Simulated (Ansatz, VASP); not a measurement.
## BeS: VASP beside Ansatz

File POSCAR:

```
BeS
1.0
    0.0000000000      2.4249991143      2.4249991143
    2.4249991143      0.0000000000      2.4249991143
    2.4249991143      2.4249991143      0.0000000000
Be S
1 1
Direct
    0.0000000000      0.0000000000      0.0000000000
    0.7500000000      0.7500000000      0.7500000000
```

File INCAR.step1:

```
SYSTEM = BeS
PREC = Accurate
ENCUT = 520
EDIFF = 1E-5
ISMEAR = 0
SIGMA = 0.05
LREAL = .FALSE.
LASPH = .TRUE.
NELM = 60
ALGO = Normal
ISIF = 2
LWAVE = .TRUE.
LCHARG = .FALSE.
GGA = PE
NBANDS = 11
```

The input INCAR.step2:

```
SYSTEM = BeS
PREC = Accurate
ENCUT = 520
EDIFF = 1E-6
ISMEAR = 0
SIGMA = 0.05
LREAL = .FALSE.
LASPH = .TRUE.
NELM = 60
ALGO = Normal
ISIF = 2
LWAVE = .FALSE.
LCHARG = .FALSE.
GGA = PE
LHFCALC = .TRUE.
AEXX = 0.25
PRECFOCK = Normal
IVDW = 13
ISTART = 1
NBANDS = 11
```

KPOINTS

```
regular mesh
0
G
  4 4 4
  0 0 0
```

Input for Ansatz:

```yaml
crystal:
  lattice:
    - [0.0, 2.4249991143, 2.4249991143]
    - [2.4249991143, 0.0, 2.4249991143]
    - [2.4249991143, 2.4249991143, 0.0]
  atoms:
    - { symbol: Be, position: [0.0, 0.0, 0.0] }
    - { symbol: S, position: [0.75, 0.75, 0.75] }
basis:
  ecutwfc: 420
  ecutrho_ratio: 4
kpoints:
  mp_grid: { grid: [4, 4, 4] }
hamiltonian:
  xc: pbe0
  dispersion: d4
scf:
  occupations: { method: gaussian, width: 0.05 }
  n_extra_bands: 9
output:
  forces: true
  stress: true
  eigenvalues: true
  populations: true
  dos: { projected: true, de: 0.02 }
```

Alike in both runs: task single point; functional PBE0; dispersion D4; k mesh 4 × 4 × 4; occupations gaussian, width 0.05 eV; no spin polarisation.

|  | VASP | Ansatz |
| --- | --- | --- |
| version | VASP 6.6.1 | Ansatz 0.2.0 |
| potentials or method | VASP PAW PBE potentials, release 64 (Be, S), cutoff 520 eV | scalar-relativistic, plane waves, PAW |
| valence electrons in the cell | 8 | 8 |

```tsv
	VASP	Ansatz	Ansatz less VASP
gap on the k mesh at the Fermi level (eV)	4.82	4.79	-0.032
least direct gap on the mesh (eV)	7.66	7.62	-0.033
pressure (GPa)	-2.2	-2.0	+0.23
```

Ansatz's warnings: stress exchange threshold loose, stress scf threshold loose.

The k mesh is coarse, so the values compare programs but aren't converged.
